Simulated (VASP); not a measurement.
# Sn (P6_3/mmc) in VASP: notebook

Sn is run at these levels: PBE, r2SCAN; tasks: single point.

All numbers are computed with VASP 6.6.1; they aren't measurements. Logs are shortened: lines on timing, memory, paths and dates and some standing lists are left out, and cuts for length are marked.

## 1. The cell of the first run

Symmetry: P6_3/mmc, No. 194, hexagonal system. Conventional cell: a = 4.644 Å, b = 4.644 Å, c = 15.170 Å, α = 90.00°, β = 90.00°, γ = 120.00°. Within 3.7 Å of Sn (site symmetry 3m) lie 4 Sn at 2.84 Å. Sn (site symmetry 3m) has 4 Sn at 2.84 to 2.86 Å within 3.7 Å.

## 2. Single point, PBE

INCAR reads:

```
PREC     = Accurate       # precision mode
ENCUT    = 520            # plane-wave cutoff, eV
EDIFF    = 1E-6           # SCF threshold, eV
ISMEAR   = -1             # smearing method
SIGMA    = 0.02           # smearing width, eV
LREAL    = False          # projectors in reciprocal space
LASPH    = True           # aspherical terms in the spheres
NELM     = 100            # most SCF steps
ALGO     = Normal         # electronic algorithm
ISIF     = 2              # what is computed and relaxed
LWAVE    = False          # write WAVECAR
LCHARG   = True           # write CHGCAR
GGA      = PE             # functional
LELF     = True           # ELF
LVHAR    = True         
NBANDS   = 66             # bands
```

KPOINTS reads:

```
Automatic mesh
0
Gamma
  6 6 2
```

POSCAR reads:

```
Sn
1.0
    4.6438456357      0.0000000000      0.0000000000
   -2.3219228179      4.0216882918      0.0000000000
    0.0000000000      0.0000000000     15.1702589444
Sn
8
Direct
    0.0000000000      0.0000000000      0.0002440793
    0.3333333333      0.6666666667      0.2495577081
    0.0000000000      0.0000000000      0.5002440793
    0.6666666667      0.3333333333      0.7495577081
    0.0000000000      0.0000000000      0.1872559207
    0.3333333333      0.6666666667      0.4379422919
    0.0000000000      0.0000000000      0.6872559207
    0.6666666667      0.3333333333      0.9379422919
```

Potentials or basis: VASP PAW PBE potentials, release 64 (Sn_d).

Started as:

```console
cat potpaw_PBE.64/Sn_d/POTCAR > POTCAR
mpirun -np 1 vasp_std > vasp.out
```

OUTCAR:

```text
PREC = Accurate
   ENCUT = 520
   EDIFF = 1E-6
   ISMEAR = -1
   LREAL = False
   LASPH = True
   NELM = 100
   ISIF = 2
   GGA = PE

 ion  position               nearest neighbor table
   1  0.000  0.000  0.000-   5 2.84   8 2.84   8 2.84   8 2.84
   2  0.333  0.667  0.250-   5 2.84   5 2.84   5 2.84   6 2.86
   3  0.000  0.000  0.500-   7 2.84   6 2.84   6 2.84   6 2.84
   4  0.667  0.333  0.750-   7 2.84   7 2.84   7 2.84   8 2.86
   5  0.000  0.000  0.187-   1 2.84   2 2.84   2 2.84   2 2.84
   6  0.333  0.667  0.438-   3 2.84   3 2.84   3 2.84   2 2.86
   7  0.000  0.000  0.687-   3 2.84   4 2.84   4 2.84   4 2.84
   8  0.667  0.333  0.938-   1 2.84   1 2.84   1 2.84   4 2.86

  LATTYP: Found a hexagonal cell.
 ALAT       =     4.6438456357
 C/A-ratio  =     3.2667448779

  Lattice vectors:

 A1 = (   4.6438456357,   0.0000000000,   0.0000000000)
 A2 = (  -2.3219228179,   4.0216882918,   0.0000000000)
 A3 = (   0.0000000000,   0.0000000000,  15.1702589444)

Analysis of symmetry for initial positions (statically):
=====================================================================
 Subroutine PRICEL returns:
 Original cell was already a primitive cell.

 Routine SETGRP: Setting up the symmetry group for a
 hexagonal supercell.

 Subroutine GETGRP returns: Found 24 space group operations
 (whereof  6 operations were pure point group operations)
 out of a pool of 24 trial point group operations.

The static configuration has the point symmetry C_3v.
 The point group associated with its full space group is D_6h.

Analysis of symmetry for dynamics (positions and initial velocities):
=====================================================================
 Subroutine PRICEL returns:
 Original cell was already a primitive cell.

 Routine SETGRP: Setting up the symmetry group for a
 hexagonal supercell.

 Subroutine GETGRP returns: Found 24 space group operations
 (whereof  6 operations were pure point group operations)
 out of a pool of 24 trial point group operations.

The dynamic configuration has the point symmetry C_3v.
 The point group associated with its full space group is D_6h.

 Subroutine INISYM returns: Found 24 space group operations
 (whereof  6 operations are pure point group operations),
 and found     1 'primitive' translations

----------------------------------------------------------------------------------------

                                     Primitive cell

  volume of cell :     283.3213

  direct lattice vectors                    reciprocal lattice vectors
     4.643845636  0.000000000  0.000000000     0.215338768  0.124325896  0.000000000
    -2.321922818  4.021688292  0.000000000     0.000000000  0.248651792  0.000000000
     0.000000000  0.000000000 15.170258944     0.000000000  0.000000000  0.065918453

  length of vectors
     4.643845636  4.643845636 15.170258944     0.248651792  0.248651792  0.065918453

  position of ions in fractional coordinates (direct lattice)
     0.000000000  0.000000000  0.000244079
     0.333333333  0.666666667  0.249557708
     0.000000000  0.000000000  0.500244079
     0.666666667  0.333333333  0.749557708
     0.000000000  0.000000000  0.187255921
     0.333333333  0.666666667  0.437942292
     0.000000000  0.000000000  0.687255921
     0.666666667  0.333333333  0.937942292

  ion indices of the primitive-cell ions
   primitive index   ion index
                 1           1
                 2           2
                 3           3
                 4           4
                 5           5
                 6           6
                 7           7
                 8           8

----------------------------------------------------------------------------------------

 KPOINTS: Automatic mesh

Automatic generation of k-mesh.
 Grid dimensions read from file:
 generate k-points for:    6    6    2

 Generating k-lattice:

  Cartesian coordinates                     Fractional coordinates (reciprocal lattice)
     0.035889795  0.020720983  0.000000000     0.166666667  0.000000000  0.000000000
     0.000000000  0.041441965  0.000000000     0.000000000  0.166666667  0.000000000
     0.000000000  0.000000000  0.032959226     0.000000000  0.000000000  0.500000000

  Length of vectors
     0.041441965  0.041441965  0.032959226

  Shift w.r.t. Gamma in fractional coordinates (k-lattice)
     0.000000000  0.000000000  0.000000000

 Subroutine IBZKPT returns following result:
 ===========================================

 Found     14 irreducible k-points:

 Following reciprocal coordinates:
            Coordinates               Weight
  0.000000  0.000000  0.000000      1.000000
  0.166667  0.000000  0.000000      6.000000
  0.333333 -0.000000  0.000000      6.000000
  0.500000  0.000000  0.000000      3.000000
  0.166667  0.166667  0.000000      6.000000
  0.333333  0.166667  0.000000     12.000000
  0.333333  0.333333  0.000000      2.000000
  0.000000  0.000000  0.500000      1.000000
  0.166667  0.000000  0.500000      6.000000
  0.333333 -0.000000  0.500000      6.000000
  0.500000  0.000000  0.500000      3.000000
  0.166667  0.166667  0.500000      6.000000
  0.333333  0.166667  0.500000     12.000000
  0.333333  0.333333  0.500000      2.000000
   k-points           NKPTS =     14   k-points in BZ     NKDIM =     14   number of bands    NBANDS=     66
   number of dos      NEDOS =    301   number of ions     NIONS =      8
   total plane-waves  NPLWV = 155520
   dimension x,y,z NGX =    36 NGY =   36 NGZ =  120
   dimension x,y,z NGXF=    72 NGYF=   72 NGZF=  240
   ions per type =               8
   NGX,Y,Z   is equivalent  to a cutoff of  12.89, 12.89, 13.15 a.u.
   NGXF,Y,Z  is equivalent  to a cutoff of  25.78, 25.78, 26.30 a.u.
 SYSTEM =  unknown system
   PREC   = accura    normal or accurate (medium, high low for compatibility)
   ISTART =      0    job   : 0-new  1-cont  2-samecut
   ICHARG =      2    charge: 1-file 2-atom 10-const
   ISPIN  =      1    spin polarized calculation?
   LNONCOLLINEAR =      F non collinear calculations
   LSORBIT =      F    spin-orbit coupling
   LASPH  =      T    aspherical Exc in radial PAW
   ENCUT  =  520.0 eV  38.22 Ry    6.18 a.u.   8.63  8.63 28.21*2*pi/ulx,y,z
   NELM   =    100;   NELMIN=  2; NELMDL= -5     # of ELM steps
   EDIFF  = 0.1E-05   stopping-criterion for ELM
   LREAL  =      F    real-space projection
   EDIFFG = 0.1E-04   stopping-criterion for IOM
   NSW    =      0    number of steps for IOM
   IBRION =     -1    ionic relax: 0-MD 1-quasi-New 2-CG
   NFREE  =      0    steps in history (QN), initial steepest desc. (CG)
   ISIF   =      2    stress and relaxation
   ISYM   =      2    0-nonsym 1-usesym 2-fastsym
   POTIM  = 0.5000    time-step for ionic-motion
   TEBEG  =    0.0;   TEEND  =   0.0 temperature during run
   PSTRESS=    0.0 pullay stress
   NELECT =     112.0000    total number of electrons
   NUPDOWN=      -1.0000    fix difference up-down
   EMIN   =  10.00;   EMAX   =-10.00  energy-range for DOS
   EFERMI =   0.00;   METHOD = LEGACY
   ISMEAR =    -1;   SIGMA  =   0.02  broadening in eV -4-tet -1-fermi 0-gaus
   EFERMI_NEDOS =   21; number of points for ismear=-14 and -15
   IALGO  =     38    algorithm
   IMIX   =      4    mixing-type and parameters
     AMIX     =   0.40;   BMIX     =  1.00
     AMIX_MAG =   1.60;   BMIX_MAG =  1.00
  volume/ion in A,a.u.               =      35.42       238.99
  Fermi-wavevector in a.u.,A,eV,Ry     =   1.201493  2.270492 19.641160  1.443585
  Thomas-Fermi vector in A             =   2.337300
   LORBIT       =      0    0 simple, 1 ext, 2 COOP (PROOUT), +10 PAW based schemes
   GGA     = PE    functional components
   LHFCALC =     F    Hartree Fock is set to
   AEXX    =    0.0000 exact exchange contribution
   IVDW    =     0    specifies the selected vdW correction
   LEPSILON=     F    determine dielectric tensor
   LRPA    =     F    only Hartree local field effects (RPA)
 non-spin polarized calculation
  energy-cutoff  :      520.00
  volume of cell :      283.32
 maximum number of plane-waves:      7659
 NGX is ok and might be reduce to    36
   NGX = 17   NGY = 17   NGZ = 57

 number of electron     112.0000026 magnetization

 Free energy of the ion-electron system (eV)
  ---------------------------------------------------
  ext. energy  EPLUGINS =         0.00000000
  ---------------------------------------------------
  free energy    TOTEN  =       -30.60081185 eV

  energy without entropy =      -30.59987015  energy(sigma->0) =      -30.60034100

 E-fermi :   5.2083     XC(G=0):  -8.7133

 val. band max:        5.2060967728   @ k =   0.0000   0.0000   0.5000
 cond. band min:       5.3428711434   @ k =   0.0000   0.0000   0.0000
 fundamental gap:      0.1367743706
 Fermi energy:         5.2082730475

 k-point     1 :       0.0000    0.0000    0.0000
  band No.  band energies     occupation
      1     -16.3833      2.00000
      2     -16.3833      2.00000
      3     -16.3713      2.00000
      4     -16.3713      2.00000
      5     -16.3649      2.00000
      6     -16.3649      2.00000
[... 58 lines left out ...]
     65       8.0427      0.00000
     66       8.4053      0.00000

 k-point     2 :       0.1667    0.0000    0.0000
  band No.  band energies     occupation
      1     -16.4036      2.00000
      2     -16.3902      2.00000
      3     -16.3801      2.00000
      4     -16.3794      2.00000
      5     -16.3779      2.00000
      6     -16.3722      2.00000
[... 58 lines left out ...]
     65       8.4736      0.00000
     66       8.8291      0.00000

 k-point     3 :       0.3333   -0.0000    0.0000
  band No.  band energies     occupation
      1     -16.4164      2.00000
      2     -16.3969      2.00000
      3     -16.3899      2.00000
      4     -16.3878      2.00000
      5     -16.3869      2.00000
      6     -16.3832      2.00000
[... 748 lines left out ...]
     65       9.2227      0.00000
     66       9.2227      0.00000

 k-point    14 :       0.3333    0.3333    0.5000
  band No.  band energies     occupation
      1     -16.4170      2.00000
      2     -16.4170      2.00000
      3     -16.4068      2.00000
      4     -16.4068      2.00000
      5     -16.4030      2.00000
      6     -16.4030      2.00000
[... 58 lines left out ...]
     65       9.6489      0.00000
     66       9.6490      0.00000

------------------------ aborting loop because EDIFF is reached ----------------------------------------

  FORCE on cell =-STRESS in cart. coord.  units (eV):
  Direction    XX          YY          ZZ          XY          YZ          ZX
  --------------------------------------------------------------------------------------
  -------------------------------------------------------------------------------------
  Total        2.7505287      2.7505287      2.4070201     -0.0000000     -0.0000000      0.0000000
  in kB       15.5541967     15.5541967     13.6116610     -0.0000000     -0.0000000      0.0000000
  external PRESSURE =      14.9066848 kB  Pullay stress =       0.0000000 kB

 VOLUME and BASIS-vectors are now :
 -----------------------------------------------------------------------------
  energy-cutoff  :      520.00
  volume of cell :      283.32
      direct lattice vectors                 reciprocal lattice vectors
     4.643845636  0.000000000  0.000000000     0.215338768  0.124325896  0.000000000
    -2.321922818  4.021688292  0.000000000     0.000000000  0.248651792  0.000000000
     0.000000000  0.000000000 15.170258944     0.000000000  0.000000000  0.065918453

 POSITION                                       TOTAL-FORCE (eV/Angst)
 -----------------------------------------------------------------------------------
      0.00000      0.00000      0.00370        -0.000000     -0.000000     -0.030005
     -0.00000      2.68113      3.78586         0.000000     -0.000000     -0.026747
      0.00000      0.00000      7.58883        -0.000000     -0.000000     -0.030005
      2.32192      1.34056     11.37098        -0.000000      0.000000     -0.026747
      0.00000      0.00000      2.84072         0.000000     -0.000000      0.030005
     -0.00000      2.68113      6.64370         0.000000      0.000000      0.026747
      0.00000      0.00000     10.42585        -0.000000      0.000000      0.030005
      2.32192      1.34056     14.22883         0.000000      0.000000      0.026747
 -----------------------------------------------------------------------------------
    total drift:                                0.000000      0.000000      0.000000

  FREE ENERGIE OF THE ION-ELECTRON SYSTEM (eV)
  ---------------------------------------------------
  free  energy   TOTEN  =       -30.6008118459 eV

  energy  without entropy=      -30.5998701500  energy(sigma->0) =      -30.60034100
```

It took 3.4 min on 1 thread of AMD EPYC 9R45 (Zen 5), shared host; peak memory 0.45 GiB.

Results:

```yaml
Free_energy: -30.6008 eV
Pressure: 1.5 GPa
Largest_force: 0.030 eV/Å
Band_gap_on_the_k_mesh: zero (band 56 reaches 5.34 eV, above the bottom of band 57 at 5.21 eV)
```

Forces in eV/Å, atoms in the order of the input:
```
Sn   0.000  0.000 -0.030
Sn   0.000  0.000 -0.027
Sn   0.000  0.000 -0.030
Sn   0.000  0.000 -0.027
Sn   0.000  0.000  0.030
Sn   0.000  0.000  0.027
Sn   0.000  0.000  0.030
Sn   0.000  0.000  0.027
```

Caveat: spin-orbit coupling is left out, which moves the levels of the heavy elements.

(Part 1 of 2 ends here.)
